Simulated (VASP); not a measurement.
# MgI2 (P-3m1) in VASP: single point with PBE

Aim: the single point of MgI2 with PBE.

Program: VASP 6.6.1. These are calculated values, not measurements. Logs are shortened: lines on timing, memory, paths and dates and some standing lists are left out, and cuts for length are marked.

## Step 1: The cell of the first run

Symmetry: P-3m1, No. 164, trigonal system. Conventional cell: a = 4.404 Å, b = 4.404 Å, c = 6.913 Å, α = 90.00°, β = 90.00°, γ = 120.00°. Mg (site symmetry -3m) has 6 I at 3.18 Å within 4.2 Å. Within 4.2 Å of I (site symmetry 3m) lie 3 Mg at 3.18 Å and 3 I at 4.01 Å.

## Step 2: Single point, PBE (Cd replaced by Mg, lengths x 0.996, strained)

INCAR

```
SYSTEM = MgI2
  PREC = Accurate
  ENCUT = 600
  EDIFF = 1E-6
  ISMEAR = 0
  SIGMA = 0.02
  LREAL = .False.
  LASPH = .True.
  NELM = 120
  ALGO = Normal
  ISIF = 2
  LWAVE = .False.
  LCHARG = .True.
  GGA = PE
  LELF = .True.
  LVHAR = .True.
  NBANDS = 15
  GGA_COMPAT = .False.
```

KPOINTS

```
Automatic mesh
0
Gamma
  6 6 4
  0 0 0
```

POSCAR

```
MgI2
1.0
    4.4041451774      0.0000000000      0.0000000000
   -2.2020725887      3.8141016055      0.0000000000
    0.0000000000      0.0000000000      6.9129298790
Mg I
1 2
Direct
    0.0000000000      0.0000000000      0.0000000000
    0.3333333333      0.6666666667      0.2759840401
    0.6666666667      0.3333333333      0.7240159599
```

Potentials or basis: VASP PAW PBE potentials, release 64 (Mg, I).

The run is started by

```console
cat potpaw_PBE.64/Mg/POTCAR potpaw_PBE.64/I/POTCAR > POTCAR
mpirun -np 1 vasp_std > vasp.out
```

OUTCAR:

```text
SYSTEM = MgI2
   PREC = Accurate
   ENCUT = 600
   EDIFF = 1E-6
   ISMEAR = 0
   LREAL = .False.
   LASPH = .True.
   NELM = 120
   ISIF = 2
   GGA = PE

 ion  position               nearest neighbor table
   1  0.000  0.000  0.000-   2 3.18   3 3.18   2 3.18   3 3.18   3 3.18   2 3.18
   2  0.333  0.667  0.276-   1 3.18   1 3.18   1 3.18
   3  0.667  0.333  0.724-   1 3.18   1 3.18   1 3.18

  LATTYP: Found a hexagonal cell.
 ALAT       =     4.4041451774
 C/A-ratio  =     1.5696416899

  Lattice vectors:

 A1 = (   4.4041451774,   0.0000000000,   0.0000000000)
 A2 = (  -2.2020725887,   3.8141016055,   0.0000000000)
 A3 = (   0.0000000000,   0.0000000000,   6.9129298790)

Analysis of symmetry for initial positions (statically):
=====================================================================
 Subroutine PRICEL returns:
 Original cell was already a primitive cell.

 Routine SETGRP: Setting up the symmetry group for a
 hexagonal supercell.

 Subroutine GETGRP returns: Found 12 space group operations
 (whereof 12 operations were pure point group operations)
 out of a pool of 24 trial point group operations.

The static configuration has the point symmetry D_3d.

Analysis of symmetry for dynamics (positions and initial velocities):
=====================================================================
 Subroutine PRICEL returns:
 Original cell was already a primitive cell.

 Routine SETGRP: Setting up the symmetry group for a
 hexagonal supercell.

 Subroutine GETGRP returns: Found 12 space group operations
 (whereof 12 operations were pure point group operations)
 out of a pool of 24 trial point group operations.

The dynamic configuration has the point symmetry D_3d.

 Subroutine INISYM returns: Found 12 space group operations
 (whereof 12 operations are pure point group operations),
 and found     1 'primitive' translations

----------------------------------------------------------------------------------------

                                     Primitive cell

  volume of cell :     116.1224

  direct lattice vectors                    reciprocal lattice vectors
     4.404145177  0.000000000  0.000000000     0.227058818  0.131092470  0.000000000
    -2.202072589  3.814101605  0.000000000     0.000000000  0.262184940  0.000000000
     0.000000000  0.000000000  6.912929879     0.000000000  0.000000000  0.144656465

  length of vectors
     4.404145177  4.404145177  6.912929879     0.262184940  0.262184940  0.144656465

  position of ions in fractional coordinates (direct lattice)
[... 93 lines left out ...]
   EMIN   =  10.00;   EMAX   =-10.00  energy-range for DOS
   EFERMI =   0.00;   METHOD = LEGACY
   ISMEAR =     0;   SIGMA  =   0.02  broadening in eV -4-tet -1-fermi 0-gaus
   EFERMI_NEDOS =   21; number of points for ismear=-14 and -15
   IALGO  =     38    algorithm
   IMIX   =      4    mixing-type and parameters
     AMIX     =   0.40;   BMIX     =  1.00
     AMIX_MAG =   1.60;   BMIX_MAG =  1.00
  volume/ion in A,a.u.               =      38.71       261.21
  Fermi-wavevector in a.u.,A,eV,Ry     =   0.845557  1.597871  9.727708  0.714966
  Thomas-Fermi vector in A             =   1.960764
   LORBIT       =      0    0 simple, 1 ext, 2 COOP (PROOUT), +10 PAW based schemes
   GGA     = PE    functional components
   LHFCALC =     F    Hartree Fock is set to
   AEXX    =    0.0000 exact exchange contribution
   IVDW    =     0    specifies the selected vdW correction
   LEPSILON=     F    determine dielectric tensor
   LRPA    =     F    only Hartree local field effects (RPA)
 non-spin polarized calculation
 Gauss-broadening in eV      SIGMA  =   0.02
  energy-cutoff  :      600.00
  volume of cell :      116.12
 maximum number of plane-waves:      3898
 NGX is ok and might be reduce to    36
   NGX = 17   NGY = 17   NGZ = 27

 number of electron      15.9999999 magnetization

 Free energy of the ion-electron system (eV)
  ---------------------------------------------------
  ext. energy  EPLUGINS =         0.00000000
  ---------------------------------------------------
  free energy    TOTEN  =        -7.24828260 eV

  energy without entropy =       -7.24828260  energy(sigma->0) =       -7.24828260

 E-fermi :   1.5509     XC(G=0):  -7.8252

 val. band max:        1.4374714854   @ k =   0.0000   0.0000   0.0000
 cond. band min:       3.9679213838   @ k =   0.0000   0.0000   0.0000
 fundamental gap:      2.5304498983
 Fermi energy:         1.5508809820

 k-point     1 :       0.0000    0.0000    0.0000
  band No.  band energies     occupation
      1     -10.1523      2.00000
      2      -9.5913      2.00000
      3      -1.7399      2.00000
      4       0.9733      2.00000
      5       0.9733      2.00000
      6       1.3413      2.00000
      7       1.3413      2.00000
      8       1.4375      2.00000
      9       3.9679      0.00000
     10       6.0951      0.00000
     11       7.8764      0.00000
     12       7.8764      0.00000
     13       8.7975      0.00000
     14       9.6370      0.00000
[... 401 lines left out ...]
      2      -9.5604      2.00000
      3      -0.9314      2.00000
      4      -0.8701      2.00000
      5      -0.8701      2.00000
      6      -0.5346      2.00000
      7       1.0736      2.00000
      8       1.0736      2.00000
      9       5.1241      0.00000
     10       6.5079      0.00000
     11       6.5079      0.00000
     12       8.0396      0.00000
     13       9.2290      0.00000
     14      10.0876      0.00000
     15      10.0876      0.00000

------------------------ aborting loop because EDIFF is reached ----------------------------------------

  FORCE on cell =-STRESS in cart. coord.  units (eV):
  Direction    XX          YY          ZZ          XY          YZ          ZX
  --------------------------------------------------------------------------------------
  -------------------------------------------------------------------------------------
  Total       -2.3875534     -2.3875534     -3.0320242     -0.0000000      0.0000000      0.0000000
  in kB      -32.9418237    -32.9418237    -41.8337900     -0.0000000      0.0000000      0.0000000
  external PRESSURE =     -35.9058124 kB  Pullay stress =       0.0000000 kB

 VOLUME and BASIS-vectors are now :
 -----------------------------------------------------------------------------
  energy-cutoff  :      600.00
  volume of cell :      116.12
      direct lattice vectors                 reciprocal lattice vectors
     4.404145177  0.000000000  0.000000000     0.227058818  0.131092470  0.000000000
    -2.202072589  3.814101605  0.000000000     0.000000000  0.262184940  0.000000000
     0.000000000  0.000000000  6.912929879     0.000000000  0.000000000  0.144656465

 POSITION                                       TOTAL-FORCE (eV/Angst)
 -----------------------------------------------------------------------------------
      0.00000      0.00000      0.00000         0.000000      0.000000      0.000000
     -0.00000      2.54273      1.90786        -0.000000     -0.000000     -1.231531
      2.20207      1.27137      5.00507         0.000000      0.000000      1.231531
 -----------------------------------------------------------------------------------
    total drift:                               -0.000000     -0.000000     -0.000000

  FREE ENERGIE OF THE ION-ELECTRON SYSTEM (eV)
  ---------------------------------------------------
  free  energy   TOTEN  =        -7.2482825955 eV

  energy  without entropy=       -7.2482825955  energy(sigma->0) =       -7.24828260
```

stdout:

```text
POSCAR found type information on POSCAR MgI
 POSCAR found :  2 types and       3 ions
 scaLAPACK will be used
 LDA part: xc-table for (Slater+PW92), standard interpolation
 POSCAR, INCAR and KPOINTS ok, starting setup
 FFT: planning ... GRIDC
 FFT: planning ... GRID_SOFT
 FFT: planning ... GRID
 WAVECAR not read
 entering main loop
```

Wall time 57 s (1 thread of Intel Xeon 8259CL, shared host); peak memory 0.27 GiB.

Results:

| Quantity | Value |
| --- | --- |
| Free energy | -7.2483 eV |
| Pressure | -3.6 GPa |
| Largest force | 1.232 eV/Å |
| Band gap on the k mesh | 2.53 eV, direct |

Forces in eV/Å, atoms in the order of the input:
```
Mg   0.000  0.000  0.000
I    0.000  0.000 -1.232
I    0.000  0.000  1.232
```

Levels at points of the mesh, in eV from the valence-band top:
| k point | band 6 | band 7 | band 8 | band 9 | band 10 | band 11 |
| --- | --- | --- | --- | --- | --- | --- |
| (0.00, 0.00, 0.00) | -0.10 | -0.10 | 0.00 | 2.53 | 4.66 | 6.44 |
| (0.50, 0.00, 0.00) | -1.17 | -0.96 | -0.32 | 3.18 | 4.86 | 5.21 |
| (0.00, 0.00, 0.50) | -0.34 | -0.22 | -0.22 | 3.78 | 4.54 | 6.17 |
| (0.50, 0.00, 0.50) | -0.81 | -0.77 | -0.73 | 2.81 | 4.69 | 5.76 |

Caveat: the cell differs from its parent crystal (Cd replaced by Mg, lengths x 0.996, strained); spin-orbit coupling is left out, which moves the levels of the heavy elements; this functional lacks dispersion, which binds the layers, so the pressure and a relaxed spacing across them are unreliable; forces of over 1 eV/Å act on the atoms, so gaps and moduli don't describe the material at rest. A k mesh can miss the band edges.
